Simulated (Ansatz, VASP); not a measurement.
# Sb: VASP beside Ansatz

```
CELL_PARAMETERS angstrom
3.33531 0.00000 0.00000
-1.66766 2.88846 0.00000
0.00000 0.00000 5.33000
ATOMIC_POSITIONS crystal
Sb 0.33333 0.66667 0.25000
Sb 0.66667 0.33333 0.75000
```

Change from the starting cell: equal xx and yy strain of -1 %, crystal datasets.

Alike in both runs: task electric field gradients; functional PBEsol; k mesh 12 × 12 × 7; occupations fermi-dirac, width 0.05 eV; no spin polarisation.

|  | VASP | Ansatz |
| --- | --- | --- |
| version | VASP 6.6.1 | Ansatz 0.2.0 |
| potentials or method | VASP PAW PBE potentials, release 64 (Sb), cutoff 520 eV | all-electron PAW with datasets made for the crystal, scalar-relativistic |

Ansatz gave:

```
pressure (GPa)                                                : 1.3
traceless stress, the component that is largest in VASP (GPa) : -0.80
size of Vzz on the site where it differs most (V/Å²)          : 21.8
```

Q: Estimate VASP's values.

A: Pressure (GPa): 1.3; traceless stress, the component that is largest in VASP (GPa): -0.80; size of Vzz on the site where it differs most (V/Å²): 20.0.

VASP's potentials were made for PBE, not for PBEsol. Ansatz ran all-electron here, and VASP with PAW potentials.

Neither program's run includes spin-orbit coupling.
